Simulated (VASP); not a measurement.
# Zn15Se16 (a cell with a defect) in VASP: single point with LDA

Aim: the single point of Zn15Se16 (a cell with a defect) with LDA.

Program: VASP 6.6.1. These are calculated values, not measurements. Logs are shortened: lines on timing, memory, paths and dates and some standing lists are left out, and cuts for length are marked.

## (1) The cell of the first run

The cell holds a defect, 31 atoms: a = 9.643 Å, b = 9.643 Å, c = 9.643 Å, α = 109.47°, β = 109.47°, γ = 109.47°.

## (2) Single point, LDA

File INCAR:

```
SYSTEM = Zn15Se16
PREC     = Accurate       ! precision mode
ENCUT    = 520            ! plane-wave cutoff, eV
EDIFF    = 1E-6           ! SCF threshold, eV
ISMEAR   = 0              ! smearing method
SIGMA    = 0.02           ! smearing width, eV
LREAL    = Auto         
LASPH    = .TRUE.         ! aspherical terms in the spheres
NELM     = 60             ! most SCF steps
ALGO     = Normal         ! electronic algorithm
ISIF     = 2              ! what is computed and relaxed
LWAVE    = .FALSE.        ! write WAVECAR
LCHARG   = .FALSE.        ! write CHGCAR
GGA      = CA             ! functional
NELECT   = 278.0        
NBANDS   = 159            ! bands
```

File KPOINTS:

```
Automatic mesh
0
Gamma
  2 2 2
  0.5 0.5 0.5
```

File POSCAR:

```
Zn15Se16
1.0
    5.5675272874      5.5675272874     -5.5675272874
   -5.5675272874     -5.5675272874     -5.5675272874
   -5.5675272874      5.5675272874      5.5675272874
Zn Se
15 16
Direct
    0.3053023204      0.4755957831      0.2500001218
    0.7382085058     -0.0023792429      0.2499999422
    0.7503058870      0.4975945078      0.7355903777
   -0.0121933843      0.5024969534      0.4908790490
    0.2406513576      0.2454962373      0.4963506881
    0.4960762395     -0.0044521560      0.4860959561
    0.7617335814      0.7509386635      0.5072821118
    0.9995071803      0.7395943994      0.2499999422
    0.5044515015      0.4936565836     -0.0072820478
    0.7469276369      0.2616179364      0.0091209252
   -0.0025094623      0.2525906794      0.7537205986
    0.2647156312      1.0120042003      0.7644096347
    0.4937699194      0.7488700611      0.7462794137
   -0.0056992985     -0.0008544188      0.0036491963
    0.2599802256      0.7594517785      0.0139039283
    0.2562400553      0.5003897343      0.0007579666
    0.5023165322      0.2567473721      0.0191201577
    0.7427942939      0.0004857632     -0.0015299431
    0.7331964065      0.4876272463      0.4808799062
    0.0180819051      0.4967893927      0.2500000320
    0.2581166514      0.2238783818      0.2499999422
    0.4996474838      0.0176995989      0.2500000320
    0.7516238869      0.7505066943      0.2500000320
   -0.0038025858      0.7443272006     -0.0021616419
    0.4989073886      0.4986836807      0.7430171935
    0.7442805012      0.2472365970      0.7492996953
   -0.0056758590      0.2520155587      0.5015298275
    0.2483589983     -0.0035111638      0.5021617058
    0.5054821206      0.7496317996      0.4992420973
    0.0058902271      0.0056665192      0.7569828188
    0.2449808379      0.7479368820      0.7507003171
```

Potentials or basis: VASP PAW LDA potentials, release 64 (Zn, Se).

Started as:

```
cat potpaw_LDA.64/Zn/POTCAR potpaw_LDA.64/Se/POTCAR > POTCAR
mpirun -np 1 vasp_std > vasp.out
```

OUTCAR:

```text
SYSTEM = Zn15Se16
   PREC = Accurate
   ENCUT = 520
   EDIFF = 1E-6
   ISMEAR = 0
   LREAL = Auto
   LASPH = .TRUE.
   NELM = 60
   ISIF = 2
   GGA = CA
   NELECT = 278.0

 ion  position               nearest neighbor table
   1  0.305  0.476  0.250-  21 2.32  29 2.40  16 2.40  20 2.84
   2  0.738  0.998  0.250-  22 2.37  23 2.43  27 2.45  18 2.45
   3  0.750  0.498  0.736-  19 2.37  24 2.43  26 2.44  25 2.45
   4  0.988  0.502  0.491-  19 2.38  20 2.42  31 2.45  27 2.47
   5  0.241  0.245  0.496-  21 2.38  27 2.41  25 2.44  28 2.45
   6  0.496  0.996  0.486-  22 2.37  29 2.45  28 2.45  26 2.46
[... 8 lines left out ...]
  15  0.260  0.759  0.014-  22 2.37  16 2.45  24 2.45  31 2.46
  16  0.256  0.500  0.001-   1 2.40  11 2.42   9 2.44  15 2.45
  17  0.502  0.257  0.019-  12 2.37   9 2.38  10 2.38
  18  0.743  0.000  0.998-  14 2.41  13 2.42   2 2.45  10 2.47
  19  0.733  0.488  0.481-   3 2.37   7 2.38   4 2.38
  20  0.018  0.497  0.250-   8 2.41   4 2.42  10 2.42   1 2.84
  21  0.258  0.224  0.250-   1 2.32  14 2.38   5 2.38
  22  0.500  0.018  0.250-   6 2.37  15 2.37   2 2.37
  23  0.752  0.751  0.250-   8 2.43   2 2.43   7 2.45   9 2.45
  24  0.996  0.744  0.998-   3 2.43   8 2.44  14 2.45  15 2.45
  25  0.499  0.499  0.743-   9 2.41  13 2.42   5 2.44   3 2.45
  26  0.744  0.247  0.749-  11 2.41   3 2.44  10 2.45   6 2.46
  27  0.994  0.252  0.502-   5 2.41  11 2.42   2 2.45   4 2.47
  28  0.248  0.996  0.502-  12 2.43   8 2.44   5 2.45   6 2.45
  29  0.505  0.750  0.499-   1 2.40  13 2.42   7 2.44   6 2.45
  30  0.006  0.006  0.757-   7 2.41  11 2.42  14 2.44  12 2.45
  31  0.245  0.748  0.751-  13 2.41  12 2.44   4 2.45  15 2.46

  LATTYP: Found a body centered cubic cell.
 ALAT       =    11.1350545748

  Lattice vectors:

 A1 = (   5.5675272874,   5.5675272874,  -5.5675272874)
 A2 = (  -5.5675272874,  -5.5675272874,  -5.5675272874)
 A3 = (  -5.5675272874,   5.5675272874,   5.5675272874)

Analysis of symmetry for initial positions (statically):
=====================================================================
 Subroutine PRICEL returns:
 Original cell was already a primitive cell.

 Routine SETGRP: Setting up the symmetry group for a
 body centered cubic supercell.

 Subroutine GETGRP returns: Found  2 space group operations
 (whereof  1 operations were pure point group operations)
 out of a pool of 48 trial point group operations.

The static configuration has the point symmetry C_1 .
 The point group associated with its full space group is C_1h.

Analysis of symmetry for dynamics (positions and initial velocities):
=====================================================================
 Subroutine PRICEL returns:
 Original cell was already a primitive cell.

 Routine SETGRP: Setting up the symmetry group for a
 body centered cubic supercell.

 Subroutine GETGRP returns: Found  2 space group operations
 (whereof  1 operations were pure point group operations)
 out of a pool of 48 trial point group operations.

The dynamic configuration has the point symmetry C_1 .
 The point group associated with its full space group is C_1h.

 Subroutine INISYM returns: Found  2 space group operations
 (whereof  1 operations are pure point group operations),
 and found     1 'primitive' translations

----------------------------------------------------------------------------------------

                                     Primitive cell

  volume of cell :     690.3146

  direct lattice vectors                    reciprocal lattice vectors
     5.567527287  5.567527287 -5.567527287     0.000000000  0.089806475 -0.089806475
    -5.567527287 -5.567527287 -5.567527287    -0.089806475  0.000000000 -0.089806475
    -5.567527287  5.567527287  5.567527287    -0.089806475  0.089806475  0.000000000

  length of vectors
     9.643240134  9.643240134  9.643240134     0.127005535  0.127005535  0.127005535

  position of ions in fractional coordinates (direct lattice)
     0.305302320  0.475595783  0.250000122
     0.738208506  0.997620757  0.249999942
     0.750305887  0.497594508  0.735590378
     0.987806616  0.502496953  0.490879049
     0.240651358  0.245496237  0.496350688
     0.496076239  0.995547844  0.486095956
[... 23 lines left out ...]
     0.005890227  0.005666519  0.756982819
     0.244980838  0.747936882  0.750700317

  ion indices of the primitive-cell ions
   primitive index   ion index
                 1           1
                 2           2
                 3           3
                 4           4
                 5           5
                 6           6
[... 23 lines left out ...]
                30          30
                31          31

----------------------------------------------------------------------------------------

 KPOINTS: Automatic mesh

Automatic generation of k-mesh.
 Grid dimensions read from file:
 generate k-points for:    2    2    2

 Generating k-lattice:

  Cartesian coordinates                     Fractional coordinates (reciprocal lattice)
     0.000000000  0.044903237 -0.044903237     0.500000000  0.000000000  0.000000000
    -0.044903237  0.000000000 -0.044903237     0.000000000  0.500000000  0.000000000
    -0.044903237  0.044903237  0.000000000     0.000000000  0.000000000  0.500000000

  Length of vectors
     0.063502767  0.063502767  0.063502767

  Shift w.r.t. Gamma in fractional coordinates (k-lattice)
     0.500000000  0.500000000  0.500000000

 Subroutine IBZKPT returns following result:
 ===========================================

 Found      3 irreducible k-points:

 Following reciprocal coordinates:
            Coordinates               Weight
  0.250000  0.250000  0.250000      2.000000
 -0.250000  0.250000  0.250000      4.000000
  0.250000  0.250000 -0.250000      2.000000
   k-points           NKPTS =      3   k-points in BZ     NKDIM =      3   number of bands    NBANDS=    159
   number of dos      NEDOS =    301   number of ions     NIONS =     31
   total plane-waves  NPLWV = 373248
   dimension x,y,z NGX =    72 NGY =   72 NGZ =   72
   dimension x,y,z NGXF=   144 NGYF=  144 NGZF=  144
   ions per type =              15  16
   NGX,Y,Z   is equivalent  to a cutoff of  12.41, 12.41, 12.41 a.u.
   NGXF,Y,Z  is equivalent  to a cutoff of  24.83, 24.83, 24.83 a.u.
 SYSTEM =  Zn15Se16
   PREC   = accura    normal or accurate (medium, high low for compatibility)
   ISTART =      0    job   : 0-new  1-cont  2-samecut
   ICHARG =      2    charge: 1-file 2-atom 10-const
   ISPIN  =      1    spin polarized calculation?
   LNONCOLLINEAR =      F non collinear calculations
   LSORBIT =      F    spin-orbit coupling
   LASPH  =      T    aspherical Exc in radial PAW
   ENCUT  =  520.0 eV  38.22 Ry    6.18 a.u.  17.93 17.93 17.93*2*pi/ulx,y,z
   NELM   =     60;   NELMIN=  2; NELMDL= -5     # of ELM steps
   EDIFF  = 0.1E-05   stopping-criterion for ELM
   LREAL  =      T    real-space projection
   EDIFFG = 0.1E-04   stopping-criterion for IOM
   NSW    =      0    number of steps for IOM
   IBRION =     -1    ionic relax: 0-MD 1-quasi-New 2-CG
   NFREE  =      0    steps in history (QN), initial steepest desc. (CG)
   ISIF   =      2    stress and relaxation
   ISYM   =      2    0-nonsym 1-usesym 2-fastsym
   POTIM  = 0.5000    time-step for ionic-motion
   TEBEG  =    0.0;   TEEND  =   0.0 temperature during run
   PSTRESS=    0.0 pullay stress
   NELECT =     278.0000    total number of electrons
   NUPDOWN=      -1.0000    fix difference up-down
   EMIN   =  10.00;   EMAX   =-10.00  energy-range for DOS
   EFERMI =   0.00;   METHOD = LEGACY
   ISMEAR =     0;   SIGMA  =   0.02  broadening in eV -4-tet -1-fermi 0-gaus
   EFERMI_NEDOS =   21; number of points for ismear=-14 and -15
   IALGO  =     38    algorithm
   IMIX   =      4    mixing-type and parameters
     AMIX     =   0.40;   BMIX     =  1.00
     AMIX_MAG =   1.60;   BMIX_MAG =  1.00
  volume/ion in A,a.u.               =      22.27       150.27
  Fermi-wavevector in a.u.,A,eV,Ry     =   1.208947  2.284579 19.885647  1.461554
  Thomas-Fermi vector in A             =   2.344540
   LORBIT       =      0    0 simple, 1 ext, 2 COOP (PROOUT), +10 PAW based schemes
   GGA     = CA    functional components
   LHFCALC =     F    Hartree Fock is set to
   AEXX    =    0.0000 exact exchange contribution
   IVDW    =     0    specifies the selected vdW correction
   LEPSILON=     F    determine dielectric tensor
   LRPA    =     F    only Hartree local field effects (RPA)
 non-spin polarized calculation
 Gauss-broadening in eV      SIGMA  =   0.02
  energy-cutoff  :      520.00
  volume of cell :      690.31
 maximum number of plane-waves:     18609
   NGX = 35   NGY = 35   NGZ = 35

 number of electron     277.9999993 magnetization

 Free energy of the ion-electron system (eV)
  ---------------------------------------------------
  ext. energy  EPLUGINS =         0.00000000
  ---------------------------------------------------
  free energy    TOTEN  =      -109.09767591 eV

  energy without entropy =     -109.09767591  energy(sigma->0) =     -109.09767591

 E-fermi :   1.8500     XC(G=0):  -9.8660

 val. band max:        1.7307283571   @ k =   0.2500   0.2500   0.2500
 cond. band min:       4.4596805610   @ k =   0.2500   0.2500   0.2500
 fundamental gap:      2.7289522039
 Fermi energy:         1.8500157729

 k-point     1 :       0.2500    0.2500    0.2500
  band No.  band energies     occupation
      1     -11.4265      2.00000
      2     -11.4081      2.00000
      3     -11.3398      2.00000
      4     -11.1968      2.00000
      5     -10.8927      2.00000
      6     -10.8562      2.00000
[... 143 lines left out ...]
    150       5.4293      0.00000
    151       5.4576      0.00000

 k-point     2 :      -0.2500    0.2500    0.2500
  band No.  band energies     occupation
      1     -11.6044      2.00000
      2     -11.2016      2.00000
      3     -11.1706      2.00000
      4     -11.1206      2.00000
      5     -11.0838      2.00000
      6     -10.9372      2.00000
[... 143 lines left out ...]
    150       5.9231      0.00000
    151       5.9619      0.00000

 k-point     3 :       0.2500    0.2500   -0.2500
  band No.  band energies     occupation
      1     -11.6019      2.00000
      2     -11.2368      2.00000
      3     -11.1597      2.00000
      4     -11.1330      2.00000
      5     -11.0153      2.00000
      6     -10.9404      2.00000
[... 143 lines left out ...]
    150       5.9575      0.00000
    151       5.9757      0.00000
 [bands above 151 left out]

------------------------ aborting loop because EDIFF is reached ----------------------------------------

  FORCE on cell =-STRESS in cart. coord.  units (eV):
  Direction    XX          YY          ZZ          XY          YZ          ZX
  --------------------------------------------------------------------------------------
  -------------------------------------------------------------------------------------
  Total       11.9809207     11.9809207     13.0212698     -0.3877062      0.0583333      0.0583332
  in kB       27.8069735     27.8069735     30.2215591     -0.8998421      0.1353879      0.1353878
  external PRESSURE =      28.6118353 kB  Pullay stress =       0.0000000 kB

 VOLUME and BASIS-vectors are now :
 -----------------------------------------------------------------------------
  energy-cutoff  :      520.00
  volume of cell :      690.31
      direct lattice vectors                 reciprocal lattice vectors
     5.567527287  5.567527287 -5.567527287     0.000000000  0.089806475 -0.089806475
    -5.567527287 -5.567527287 -5.567527287    -0.089806475  0.000000000 -0.089806475
    -5.567527287  5.567527287  5.567527287    -0.089806475  0.089806475  0.000000000

 POSITION                                       TOTAL-FORCE (eV/Angst)
 -----------------------------------------------------------------------------------
     -2.34000      0.44377     -2.95579        -0.530978     -0.530978      0.363071
     -2.83617     -0.05240     -8.27240         0.027778      0.027778     -0.005718
     -2.68844      5.50240     -2.85230         0.004033      0.014255     -0.021520
     -0.03101      5.43496     -5.56432         0.003454      0.056084      0.002312
     -2.79042      2.73647      0.05681         0.053106     -0.041339     -0.043754
     -5.48717     -0.07447     -5.59831        -0.023622      0.008234      0.005604
[... 23 lines left out ...]
     -4.21328      4.21577      4.15018         0.028146      0.001171      0.009452
     -6.97977      1.37932     -1.34855         0.001812      0.005626     -0.016340
 -----------------------------------------------------------------------------------
    total drift:                               -0.016090     -0.023482      0.003493

  FREE ENERGIE OF THE ION-ELECTRON SYSTEM (eV)
  ---------------------------------------------------
  free  energy   TOTEN  =      -109.0976759051 eV

  energy  without entropy=     -109.0976759051  energy(sigma->0) =     -109.09767591
```

Wall time 21 min (1 thread of Oxide Virtual Turin-like, shared host); peak memory 0.64 GiB.

What came out:

- Free energy: -109.0977 eV
- Largest force: 0.834 eV/Å

Forces on the atoms (eV/Å):
```
Zn  -0.531 -0.531  0.363
Zn   0.028  0.028 -0.006
Zn   0.004  0.014 -0.022
Zn   0.003  0.056  0.002
Zn   0.053 -0.041 -0.044
Zn  -0.024  0.008  0.006
Zn   0.051  0.032  0.027
Zn   0.015  0.015 -0.025
Zn   0.032  0.051  0.027
Zn   0.056  0.003  0.002
Zn   0.045 -0.005  0.010
Zn   0.014  0.004 -0.022
Zn  -0.005  0.045  0.010
Zn  -0.041  0.053 -0.044
Zn   0.008 -0.024  0.006
Se   0.033 -0.059 -0.035
Se   0.006  0.071  0.024
Se   0.004  0.038 -0.026
Se   0.071  0.006  0.024
Se   0.053  0.053 -0.026
Se   0.069  0.069 -0.138
Se  -0.006 -0.006 -0.029
Se   0.022  0.022  0.007
Se   0.009  0.015 -0.008
Se   0.001  0.028  0.009
Se   0.006  0.002 -0.016
Se   0.038  0.004 -0.026
Se   0.015  0.009 -0.008
Se  -0.059  0.033 -0.035
Se   0.028  0.001  0.009
Se   0.002  0.006 -0.016
```

Levels at points of the mesh, in eV from the Fermi level:
```csv
k point,band 137,band 138,band 139,band 140,band 141,band 142
"(0.25, 0.25, 0.25)",-0.23,-0.15,-0.12,2.61,2.68,2.69
```

Caveat: the cell carries a net charge on a neutralising background, which shifts energy and pressure; the cell is charged against a uniform background, so pressure and absolute levels hang on convention.
